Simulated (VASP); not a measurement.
# Si3Ru (P6_3/mmc) in VASP: a series of runs

Si3Ru is run at these levels: PBE; tasks: single point, relaxation of cell and atoms.

All numbers are computed with VASP 6.6.1; they aren't measurements. Logs are shortened: lines on timing, memory, paths and dates and some standing lists are left out, and cuts for length are marked.

### 1 The cell of the first run

It takes space group P6_3/mmc (No. 194, hexagonal). Conventional cell: a = 5.237 Å, b = 5.237 Å, c = 4.619 Å, α = 90.00°, β = 90.00°, γ = 120.00°. Si (site symmetry mm2) has 8 Si at 2.57 to 2.78 Å and 4 Ru at 2.62 to 2.74 Å within 3.4 Å. Within 3.5 Å of Ru (site symmetry -6m2) lie 12 Si at 2.62 to 2.74 Å.

### 2 Single point, PBE

INCAR

```
PREC = Accurate
ENCUT = 520
EDIFF = 1E-6
ISMEAR = 0
SIGMA = 0.1
LREAL = F
LASPH = T
NELM = 80
ALGO = Normal
ISIF = 2
LWAVE = F
LCHARG = F
GGA = PE
NBANDS = 36
```

KPOINTS

```
Automatic mesh
0
Gamma
  6 6 4
```

POSCAR

```
Si3Ru
1.0
    5.2371684778      0.0000000000      0.0000000000
   -2.6185842389      4.5355209457      0.0000000000
    0.0000000000      0.0000000000      4.6194086996
Si Ru
6 2
Direct
    0.8301251695      0.6602503390      0.2500000000
    0.1698748305      0.8301251695      0.7500000000
    0.3397496610      0.1698748305      0.2500000000
    0.1698748305      0.3397496610      0.7500000000
    0.8301251695      0.1698748305      0.2500000000
    0.6602503390      0.8301251695      0.7500000000
    0.3333333333      0.6666666667      0.2500000000
    0.6666666667      0.3333333333      0.7500000000
```

Potentials or basis: VASP PAW PBE potentials, release 64 (Si, Ru_pv).

Command:

```bash
$ cat potpaw_PBE.64/Si/POTCAR potpaw_PBE.64/Ru_pv/POTCAR > POTCAR
$ mpirun -np 1 vasp_std > vasp.out
```

OUTCAR:

```text
PREC = Accurate
   ENCUT = 520
   EDIFF = 1E-6
   ISMEAR = 0
   LREAL = F
   LASPH = T
   NELM = 80
   ISIF = 2
   GGA = PE

 ion  position               nearest neighbor table
   1  0.830  0.660  0.250-   3 2.57   5 2.57   7 2.62   7 2.62   5 2.67   3 2.67   8 2.74   8 2.74
                             6 2.78   2 2.78   6 2.78   2 2.78
   2  0.170  0.830  0.750-   6 2.57   4 2.57   8 2.62   8 2.62   6 2.67   4 2.67   7 2.74   7 2.74
                             1 2.78   1 2.78   3 2.78   3 2.78
   3  0.340  0.170  0.250-   5 2.57   1 2.57   7 2.62   7 2.62   5 2.67   1 2.67   8 2.74   8 2.74
                             4 2.78   4 2.78   2 2.78   2 2.78
   4  0.170  0.340  0.750-   2 2.57   6 2.57   8 2.62   8 2.62   2 2.67   6 2.67   7 2.74   7 2.74
                             5 2.78   3 2.78   3 2.78   5 2.78
   5  0.830  0.170  0.250-   3 2.57   1 2.57   7 2.62   7 2.62   3 2.67   1 2.67   8 2.74   8 2.74
                             4 2.78   4 2.78   6 2.78   6 2.78
   6  0.660  0.830  0.750-   2 2.57   4 2.57   8 2.62   8 2.62   2 2.67   4 2.67   7 2.74   7 2.74
                             1 2.78   1 2.78   5 2.78   5 2.78
   7  0.333  0.667  0.250-   1 2.62   3 2.62   5 2.62   5 2.62   1 2.62   3 2.62   2 2.74   2 2.74
                             6 2.74   6 2.74   4 2.74   4 2.74
   8  0.667  0.333  0.750-   4 2.62   6 2.62   2 2.62   2 2.62   4 2.62   6 2.62   5 2.74   5 2.74
                             3 2.74   3 2.74   1 2.74   1 2.74

  LATTYP: Found a hexagonal cell.
 ALAT       =     5.2371684778
 C/A-ratio  =     0.8820431726

  Lattice vectors:

 A1 = (   5.2371684778,   0.0000000000,   0.0000000000)
 A2 = (  -2.6185842389,   4.5355209457,   0.0000000000)
 A3 = (   0.0000000000,   0.0000000000,   4.6194086996)

Analysis of symmetry for initial positions (statically):
=====================================================================
 Subroutine PRICEL returns:
 Original cell was already a primitive cell.

 Routine SETGRP: Setting up the symmetry group for a
 hexagonal supercell.

 Subroutine GETGRP returns: Found 24 space group operations
 (whereof 12 operations were pure point group operations)
 out of a pool of 24 trial point group operations.

The static configuration has the point symmetry D_3d.
 The point group associated with its full space group is D_6h.

Analysis of symmetry for dynamics (positions and initial velocities):
=====================================================================
 Subroutine PRICEL returns:
 Original cell was already a primitive cell.

 Routine SETGRP: Setting up the symmetry group for a
 hexagonal supercell.

 Subroutine GETGRP returns: Found 24 space group operations
 (whereof 12 operations were pure point group operations)
 out of a pool of 24 trial point group operations.

The dynamic configuration has the point symmetry D_3d.
 The point group associated with its full space group is D_6h.

 Subroutine INISYM returns: Found 24 space group operations
 (whereof 12 operations are pure point group operations),
 and found     1 'primitive' translations

----------------------------------------------------------------------------------------

                                     Primitive cell

  volume of cell :     109.7261

  direct lattice vectors                    reciprocal lattice vectors
     5.237168478  0.000000000  0.000000000     0.190942874  0.110240920  0.000000000
    -2.618584239  4.535520946  0.000000000     0.000000000  0.220481839  0.000000000
     0.000000000  0.000000000  4.619408700     0.000000000  0.000000000  0.216477923

  length of vectors
     5.237168478  5.237168478  4.619408700     0.220481839  0.220481839  0.216477923

  position of ions in fractional coordinates (direct lattice)
     0.830125170  0.660250339  0.250000000
     0.169874830  0.830125170  0.750000000
     0.339749661  0.169874830  0.250000000
     0.169874830  0.339749661  0.750000000
     0.830125170  0.169874830  0.250000000
     0.660250339  0.830125170  0.750000000
     0.333333333  0.666666667  0.250000000
     0.666666667  0.333333333  0.750000000

  ion indices of the primitive-cell ions
   primitive index   ion index
                 1           1
                 2           2
                 3           3
                 4           4
                 5           5
                 6           6
                 7           7
                 8           8

----------------------------------------------------------------------------------------

 KPOINTS: Automatic mesh

Automatic generation of k-mesh.
 Grid dimensions read from file:
 generate k-points for:    6    6    4

 Generating k-lattice:

  Cartesian coordinates                     Fractional coordinates (reciprocal lattice)
     0.031823812  0.018373487  0.000000000     0.166666667  0.000000000  0.000000000
     0.000000000  0.036746973  0.000000000     0.000000000  0.166666667  0.000000000
     0.000000000  0.000000000  0.054119481     0.000000000  0.000000000  0.250000000

  Length of vectors
     0.036746973  0.036746973  0.054119481

  Shift w.r.t. Gamma in fractional coordinates (k-lattice)
     0.000000000  0.000000000  0.000000000

 Subroutine IBZKPT returns following result:
 ===========================================

 Found     21 irreducible k-points:

 Following reciprocal coordinates:
            Coordinates               Weight
  0.000000  0.000000  0.000000      1.000000
  0.166667  0.000000  0.000000      6.000000
  0.333333  0.000000  0.000000      6.000000
  0.500000  0.000000  0.000000      3.000000
  0.166667  0.166667  0.000000      6.000000
  0.333333  0.166667  0.000000     12.000000
[... 13 lines left out ...]
  0.333333  0.166667  0.500000     12.000000
  0.333333  0.333333  0.500000      2.000000
   k-points           NKPTS =     21   k-points in BZ     NKDIM =     21   number of bands    NBANDS=     36
   number of dos      NEDOS =    301   number of ions     NIONS =      8
   total plane-waves  NPLWV =  57600
   dimension x,y,z NGX =    40 NGY =   40 NGZ =   36
   dimension x,y,z NGXF=    80 NGYF=   80 NGZF=   72
   ions per type =               6   2
   NGX,Y,Z   is equivalent  to a cutoff of  12.70, 12.70, 12.96 a.u.
   NGXF,Y,Z  is equivalent  to a cutoff of  25.39, 25.39, 25.91 a.u.
 SYSTEM =  unknown system
   PREC   = accura    normal or accurate (medium, high low for compatibility)
   ISTART =      0    job   : 0-new  1-cont  2-samecut
   ICHARG =      2    charge: 1-file 2-atom 10-const
   ISPIN  =      1    spin polarized calculation?
   LNONCOLLINEAR =      F non collinear calculations
   LSORBIT =      F    spin-orbit coupling
   LASPH  =      T    aspherical Exc in radial PAW
   ENCUT  =  520.0 eV  38.22 Ry    6.18 a.u.   9.74  9.74  8.59*2*pi/ulx,y,z
   NELM   =     80;   NELMIN=  2; NELMDL= -5     # of ELM steps
   EDIFF  = 0.1E-05   stopping-criterion for ELM
   LREAL  =      F    real-space projection
   EDIFFG = 0.1E-04   stopping-criterion for IOM
   NSW    =      0    number of steps for IOM
   IBRION =     -1    ionic relax: 0-MD 1-quasi-New 2-CG
   NFREE  =      0    steps in history (QN), initial steepest desc. (CG)
   ISIF   =      2    stress and relaxation
   ISYM   =      2    0-nonsym 1-usesym 2-fastsym
   POTIM  = 0.5000    time-step for ionic-motion
   TEBEG  =    0.0;   TEEND  =   0.0 temperature during run
   PSTRESS=    0.0 pullay stress
   NELECT =      52.0000    total number of electrons
   NUPDOWN=      -1.0000    fix difference up-down
   EMIN   =  10.00;   EMAX   =-10.00  energy-range for DOS
   EFERMI =   0.00;   METHOD = LEGACY
   ISMEAR =     0;   SIGMA  =   0.10  broadening in eV -4-tet -1-fermi 0-gaus
   EFERMI_NEDOS =   21; number of points for ismear=-14 and -15
   IALGO  =     38    algorithm
   IMIX   =      4    mixing-type and parameters
     AMIX     =   0.40;   BMIX     =  1.00
     AMIX_MAG =   1.60;   BMIX_MAG =  1.00
  volume/ion in A,a.u.               =      13.72        92.56
  Fermi-wavevector in a.u.,A,eV,Ry     =   1.276358  2.411967 22.165119  1.629090
  Thomas-Fermi vector in A             =   2.409019
   LORBIT       =      0    0 simple, 1 ext, 2 COOP (PROOUT), +10 PAW based schemes
   GGA     = PE    functional components
   LHFCALC =     F    Hartree Fock is set to
   AEXX    =    0.0000 exact exchange contribution
   IVDW    =     0    specifies the selected vdW correction
   LEPSILON=     F    determine dielectric tensor
   LRPA    =     F    only Hartree local field effects (RPA)
 non-spin polarized calculation
 Gauss-broadening in eV      SIGMA  =   0.10
  energy-cutoff  :      520.00
  volume of cell :      109.73
 maximum number of plane-waves:      2975
 NGX is ok and might be reduce to    40
   NGX = 19   NGY = 19   NGZ = 17

 number of electron      52.0000003 magnetization

 Free energy of the ion-electron system (eV)
  ---------------------------------------------------
  ext. energy  EPLUGINS =         0.00000000
  ---------------------------------------------------
  free energy    TOTEN  =       -48.88608846 eV

  energy without entropy =      -48.84956358  energy(sigma->0) =      -48.86782602

 E-fermi :  11.5284     XC(G=0): -12.0514

 val. band max:       11.5058976618   @ k =   0.1667   0.0000   0.5000
 cond. band min:      11.5346576930   @ k =   0.5000   0.0000   0.0000
 fundamental gap:      0.0287600312
 Fermi energy:        11.5283511436

 k-point     1 :       0.0000    0.0000    0.0000
  band No.  band energies     occupation
      1     -31.3378      2.00000
      2     -31.3378      2.00000
      3     -31.3264      2.00000
      4     -31.3264      2.00000
      5     -31.2876      2.00000
      6     -31.2738      2.00000
[... 28 lines left out ...]
     35      15.3750      0.00000
     36      15.5341      0.00000

 k-point     2 :       0.1667    0.0000    0.0000
  band No.  band energies     occupation
      1     -31.3383      2.00000
      2     -31.3375      2.00000
      3     -31.3271      2.00000
      4     -31.3261      2.00000
      5     -31.2868      2.00000
      6     -31.2746      2.00000
[... 733 lines left out ...]
 k-point    21 :       0.3333    0.3333    0.5000
  band No.  band energies     occupation
      1     -31.3340      2.00000
      2     -31.3340      2.00000
      3     -31.3326      2.00000
      4     -31.3326      2.00000
      5     -31.2809      2.00000
      6     -31.2809      2.00000
[... 28 lines left out ...]
     35      15.8976      0.00000
     36      15.8978      0.00000

------------------------ aborting loop because EDIFF is reached ----------------------------------------

  FORCE on cell =-STRESS in cart. coord.  units (eV):
  Direction    XX          YY          ZZ          XY          YZ          ZX
  --------------------------------------------------------------------------------------
  -------------------------------------------------------------------------------------
  Total       -0.1286481     -0.1286481     -0.0047453      0.0000000      0.0000000      0.0000000
  in kB       -1.8784687     -1.8784687     -0.0692889      0.0000000      0.0000000      0.0000000
  external PRESSURE =      -1.2754088 kB  Pullay stress =       0.0000000 kB

 VOLUME and BASIS-vectors are now :
 -----------------------------------------------------------------------------
  energy-cutoff  :      520.00
  volume of cell :      109.73
      direct lattice vectors                 reciprocal lattice vectors
     5.237168478  0.000000000  0.000000000     0.190942874  0.110240920  0.000000000
    -2.618584239  4.535520946  0.000000000     0.000000000  0.220481839  0.000000000
     0.000000000  0.000000000  4.619408700     0.000000000  0.000000000  0.216477923

 POSITION                                       TOTAL-FORCE (eV/Angst)
 -----------------------------------------------------------------------------------
      2.61858      2.99458      1.15485         0.000000      0.003583     -0.000000
     -1.28409      3.76505      3.46456        -0.003103      0.001791      0.000000
      1.33449      0.77047      1.15485        -0.003103     -0.001791     -0.000000
      0.00000      1.54094      3.46456        -0.000000     -0.003583      0.000000
      3.90267      0.77047      1.15485         0.003103     -0.001791     -0.000000
      1.28409      3.76505      3.46456         0.003103      0.001791      0.000000
     -0.00000      3.02368      1.15485        -0.000000      0.000000      0.000000
      2.61858      1.51184      3.46456         0.000000      0.000000      0.000000
 -----------------------------------------------------------------------------------
    total drift:                               -0.000000      0.000000     -0.000000

  FREE ENERGIE OF THE ION-ELECTRON SYSTEM (eV)
  ---------------------------------------------------
  free  energy   TOTEN  =       -48.8860884559 eV

  energy  without entropy=      -48.8495635779  energy(sigma->0) =      -48.86782602
```

Wall time 50 s (1 thread of AMD EPYC 9R14 (Zen 4), shared host); peak memory 0.22 GiB.

What came out:

* Free energy: -48.8861 eV
* Pressure: -0.1 GPa
* Largest force: 0.004 eV/Å
* Band gap on the k mesh: zero (band 26 reaches 11.99 eV, above the bottom of band 27 at 11.02 eV)

Forces in eV/Å, atoms in the order of the input:
```
Si   0.000  0.004  0.000
Si  -0.003  0.002  0.000
Si  -0.003 -0.002  0.000
Si   0.000 -0.004  0.000
Si   0.003 -0.002  0.000
Si   0.003  0.002  0.000
Ru   0.000  0.000  0.000
Ru   0.000  0.000  0.000
```

Stress tensor (GPa, compression positive):
```
-0.19  0.00  0.00
 0.00 -0.19  0.00
 0.00  0.00 -0.01
```

### 3 Relaxation of cell and atoms, PBE

This run uses another cell than the first one, of 14.62 Å³/atom, 1.066 times its volume.

INCAR

```
PREC = Accurate
ENCUT = 600
EDIFF = 1E-7
ISMEAR = 0
SIGMA = 0.1
LREAL = False
LASPH = True
NELM = 100
ALGO = Normal
ISIF = 3
LWAVE = False
LCHARG = False
GGA = PE
IBRION = 2
NSW = 90
EDIFFG = -0.04
```

KPOINTS is that of step 2.

POSCAR

```
Si3Ru
1.0
    5.5202234788      0.0000000000      0.0000000000
   -2.7601117394      4.7806537672      0.0000000000
    0.0000000000      0.0000000000      4.4308310698
Si Ru
6 2
Direct
    0.8330000000      0.6660000000      0.2500000000
    0.1670000000      0.8330000000      0.7500000000
    0.3340000000      0.1670000000      0.2500000000
    0.1670000000      0.3340000000      0.7500000000
    0.8330000000      0.1670000000      0.2500000000
    0.6660000000      0.8330000000      0.7500000000
    0.3333333333      0.6666666667      0.2500000000
    0.6666666667      0.3333333333      0.7500000000
```

Potentials or basis: VASP PAW PBE potentials, release 64 (Si, Ru_pv).

Command:

```bash
$ cat potpaw_PBE.64/Si/POTCAR potpaw_PBE.64/Ru_pv/POTCAR > POTCAR
$ mpirun -np 1 vasp_std > vasp.out
```

Run time: 6.4 min. Hardware: 1 thread of AMD EPYC 9R14 (Zen 4), shared host; peak memory 0.29 GiB.

Results (log left out):

```
Free energy                            : -48.8870 eV
Relaxed volume                         : 13.71 Å³/atom
Relaxed cell                           : a = 5.244 Å, b = 5.244 Å, c = 4.607 Å, α = 90.00°, β = 90.00°, γ = 120.00°
Space group after relaxing (to 0.05 Å) : P6_3/mmc (No. 194)
Energy gained by relaxing              : 55.1 meV/atom
Ionic steps                            : 7
Pressure after relaxing                : -0.1 GPa
Largest force after relaxing           : 0.018 eV/Å
Band gap on the k mesh                 : zero (band 26 reaches 11.98 eV, above the bottom of band 27 at 11.03 eV)
```

Forces on the atoms (eV/Å):
```
Si   0.000  0.018  0.000
Si  -0.016  0.009  0.000
Si  -0.016 -0.009  0.000
Si   0.000 -0.018  0.000
Si   0.016 -0.009  0.000
Si   0.016  0.009  0.000
Ru   0.000  0.000  0.000
Ru   0.000  0.000  0.000
```

Stress tensor (GPa, compression positive):
```
-0.24  0.00  0.00
 0.00 -0.24  0.00
 0.00  0.00  0.27
```

Step by step:
```
step  energy change (eV)  largest force (eV/Å)  pressure (GPa)  volume (Å³)
   1              0.0000                0.3301           -7.92       116.93
   2             -0.2650                0.0813            6.01       105.09
   3             -0.3016                0.1764            1.84       107.90
   4             -0.4051                0.0652            1.82       108.03
   5             -0.4291                0.0909            2.16       108.06
   6             -0.4314                0.0427           -1.95       111.21
   7             -0.4408                0.0184           -0.07       109.70
```

Final structure:
```
Si Ru
1.0
     5.24386    0.00000    0.00000
    -2.62193    4.54131    0.00000
     0.00000    0.00000    4.60660
Si Ru
6 2
Direct
  0.82988 0.65976 0.25000
  0.17012 0.82988 0.75000
  0.34024 0.17012 0.25000
  0.17012 0.34024 0.75000
  0.82988 0.17012 0.25000
  0.65976 0.82988 0.75000
  0.33333 0.66667 0.25000
  0.66667 0.33333 0.75000
```

Levels at points of the mesh, in eV from the Fermi level:
```tsv
k point	band 24	band 25	band 26	band 27	band 28	band 29
(0.00, 0.00, 0.00)	-1.80	0.06	0.46	0.46	0.84	0.84
(0.50, 0.00, 0.00)	-0.98	-0.42	-0.35	0.00	0.12	0.56
(0.00, 0.00, 0.50)	-1.70	-0.63	-0.63	0.68	0.68	0.68
(0.50, 0.00, 0.50)	-1.30	0.09	0.09	0.11	0.11	2.11
```
